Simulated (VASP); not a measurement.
Wanted: the native input for a VASP 6.6.1 run.

```
Task                   : single point
Functional             : r2SCAN
Potentials or basis    : VASP PAW PBE potentials, release 64 (Pb_d, S, Ca_sv)
Cutoff                 : 520 eV
k mesh                 : 4 × 4 × 4
Occupations            : gaussian, width 0.01 eV
Spin                   : no spin polarisation
Dipole correction      : no
Further INCAR settings : ALGO = Normal; EDIFF = 1e-06; NBANDS = 48
```

CaPb3S4:

```
Pb S Ca
1.0
     5.86294    0.00000    0.00000
     0.00000    5.86294    0.00000
     0.00000    0.00000    5.86294
Pb S Ca
3 4 1
Direct
  0.50000 0.00000 0.00000
  0.00000 0.50000 0.00000
  0.00000 0.00000 0.50000
  0.00000 0.50000 0.50000
  0.50000 0.00000 0.50000
  0.50000 0.50000 0.00000
  0.00000 0.00000 0.00000
  0.50000 0.50000 0.50000
```

These files were run (other wordings do the same):

POSCAR

```
CaPb3S4
1.0
    5.8629447475      0.0000000000      0.0000000000
    0.0000000000      5.8629447475      0.0000000000
    0.0000000000      0.0000000000      5.8629447475
Pb S Ca
3 4 1
Direct
    0.5000000000      0.0000000000      0.0000000000
    0.0000000000      0.5000000000      0.0000000000
    0.0000000000      0.0000000000      0.5000000000
    0.0000000000      0.5000000000      0.5000000000
    0.5000000000      0.0000000000      0.5000000000
    0.5000000000      0.5000000000      0.0000000000
    0.0000000000      0.0000000000      0.0000000000
    0.5000000000      0.5000000000      0.5000000000
```

INCAR.step1

```
SYSTEM = CaPb3S4
ALGO = Normal
EDIFF = 1E-4
ENCUT = 520
GGA = PE
ISMEAR = 0
LASPH = .True.
LCHARG = .False.
LREAL = .False.
LWAVE = .True.
NBANDS = 48
NELM = 100
PREC = Accurate
SIGMA = 0.01
```

INCAR.step2

```
SYSTEM = CaPb3S4
ALGO = Normal
EDIFF = 1E-6
ENCUT = 520
ISIF = 2
ISMEAR = 0
ISTART = 1
LASPH = .True.
LCHARG = .True.
LELF = .True.
LMIXTAU = .True.
LREAL = .False.
LVHAR = .True.
LWAVE = .False.
METAGGA = R2SCAN
NBANDS = 48
NELM = 100
PREC = Accurate
SIGMA = 0.01
```

KPOINTS

```
k-points
0
Gamma
  4 4 4
  0 0 0
```

Potentials or basis: VASP PAW PBE potentials, release 64 (Pb_d, S, Ca_sv).

Command:

```console
$ cat potpaw_PBE.64/Pb_d/POTCAR potpaw_PBE.64/S/POTCAR potpaw_PBE.64/Ca_sv/POTCAR > POTCAR
$ cp INCAR.step1 INCAR
$ mpirun -np 1 vasp_std > vasp.out
$ cp INCAR.step2 INCAR
$ mpirun -np 1 vasp_std > vasp.out
```

Results of the run:

The pressure is 1.9 GPa and the band gap on the k mesh is 0.57 eV.

Caveat: the PAW data sets were made with another functional, which shifts forces and pressure a little; spin-orbit coupling is left out, which moves the levels of the heavy elements.

Run time: 7 min on 1 thread of Oxide Virtual Turin-like Processor, with other jobs on the host, peak memory 0.37 GiB.
